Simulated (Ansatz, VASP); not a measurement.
One calculation of MgS, two programs

```
CELL_PARAMETERS angstrom
0.00000 2.72572 2.72572
2.72572 0.00000 2.72572
2.72572 2.72572 0.00000
ATOMIC_POSITIONS crystal
S 0.50000 0.50000 0.50000
Mg 0.00000 0.00000 0.00000
```

Change from the starting cell: volume scaled by 1.15.

Alike in both runs: functional B3LYP; k mesh 5 × 5 × 5; occupations gaussian, width 0.05 eV; no spin polarisation.

|  | VASP | Ansatz |
| --- | --- | --- |
| version | VASP 6.6.1 | Ansatz 0.2.0 |
| potentials or method | VASP PAW PBE potentials, release 64 (S, Mg) | Ansatz PAW earlier set |
| plane-wave cutoff (eV) | 520 | 760 |
| valence electrons in the cell | 8 | 16 |
| task | single point | atomic charges |

Ansatz gave:

| Item | Value |
| --- | --- |
| gap on the k mesh at the Fermi level (eV) | 4.21 |
| least direct gap on the mesh (eV) | 4.21 |
| pressure (GPa) | -6.8 |

Question: Which values does VASP return?

Answer: gap on the k mesh at the Fermi level (eV): 4.22; least direct gap on the mesh (eV): 4.22; pressure (GPa): -7.0.

VASP's potentials were made for PBE, not for B3LYP. With one functional, cell and mesh, what is left measures potentials, basis and numerics. VASP's potentials hold 8 valence electrons a cell and Ansatz's 16, so a difference there can come from the potentials and not from the codes.

Noted on Ansatz's run: odd divisions of the mesh miss points on the zone boundary, where band edges often lie, so the gap on the mesh can be too wide.
